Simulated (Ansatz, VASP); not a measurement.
Two plane-wave programs on CsH

```
CELL_PARAMETERS angstrom
0.00000 3.68028 2.39218
3.68028 0.00000 2.39218
3.68028 3.68028 0.00000
ATOMIC_POSITIONS crystal
Cs 0.00000 0.00000 0.00000
H 0.50000 0.50000 0.50000
```

Alike in both runs: task single point; functional LDA; k mesh 8 × 8 × 8; occupations gaussian, width 0.05 eV; no spin polarisation.

|  | VASP | Ansatz |
| --- | --- | --- |
| version | VASP 6.6.1 | Ansatz 0.2.0 |
| potentials or method | VASP PAW LDA potentials, release 64 (Cs_sv, H), cutoff 520 eV | scalar-relativistic, plane waves, PAW |
| valence electrons in the cell | 10 | 10 |

```csv
,VASP,Ansatz,Ansatz less VASP
gap on the k mesh at the Fermi level (eV),0.64,0.70,+0.052
least direct gap on the mesh (eV),0.64,0.70,+0.052
pressure (GPa),4.7,4.6,-0.14
"traceless stress, the component that is largest in VASP (GPa)",13.23,12.90,-0.324
```

LDA's correlation is that of Perdew and Zunger in VASP and of Perdew and Wang (1992) in Ansatz.

Neither program's run includes spin-orbit coupling.
